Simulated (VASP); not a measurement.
**KMgF3: vibrations by perturbation theory with PBEsol**

KMgF3:

```
K Mg F
1.0
     4.05872    0.00000    0.00000
     0.00000    4.05872    0.00000
     0.00000    0.00000    4.05872
K Mg F
1 1 3
Direct
  0.50000 0.50000 0.50000
  0.00000 0.00000 0.00000
  0.50000 0.00000 0.00000
  0.00000 0.50000 0.00000
  0.00000 0.00000 0.50000
```

```yaml
Program: VASP 6.6.1
Task: vibrations by perturbation theory
Functional: PBEsol
Potentials_or_basis: VASP PAW PBE potentials, release 64 (K_sv, Mg, F)
Cutoff: 520 eV
k_mesh: 4 × 4 × 4
Occupations: gaussian, width 0.01 eV
Spin: no spin polarisation
Dipole_correction: no
Further_INCAR_settings: ALGO = Normal; EDIFF = 1e-08; IBRION = 8; NSW = 1
```

| Item | Value |
| --- | --- |
| Electronic dielectric tensor (diagonal) | 2.07 |
| Born charges (mean of the diagonal) | K +1.18; Mg +2.01; F -1.06 e |
| Highest phonon frequency at Γ, LO-TO splitting left out | 405 cm⁻¹ |

Phonon frequencies in cm⁻¹ (negative: imaginary):
```tsv
q point	frequencies
(0.000, 0.000, 0.000)	-1 -1 -1 126 126 126 172 172 172 278 278 278 405 405 405
```

Electronic dielectric tensor:
```
2.07 0.00 0.00
0.00 2.07 0.00
0.00 0.00 2.07
```

Born effective charge tensors (e):
atom 1, K
```
1.18 0.00 0.00
0.00 1.18 0.00
0.00 0.00 1.18
```
atom 2, Mg
```
2.01 0.00 0.00
0.00 2.01 0.00
0.00 0.00 2.01
```
atom 3, F
```
-1.27  0.00  0.00
 0.00 -0.96  0.00
 0.00  0.00 -0.96
```
atom 4, F
```
-0.96  0.00  0.00
 0.00 -1.27  0.00
 0.00  0.00 -0.96
```
atom 5, F
```
-0.96  0.00  0.00
 0.00 -0.96  0.00
 0.00  0.00 -1.27
```

Wall time 12 min on 1 thread of Oxide Virtual Turin-like Processor, with other jobs on the host, peak memory 0.25 GiB.

Caveat: the k points lie up to 0.39 Å⁻¹ apart; the cell stands under pressure or tension, which shifts response properties.
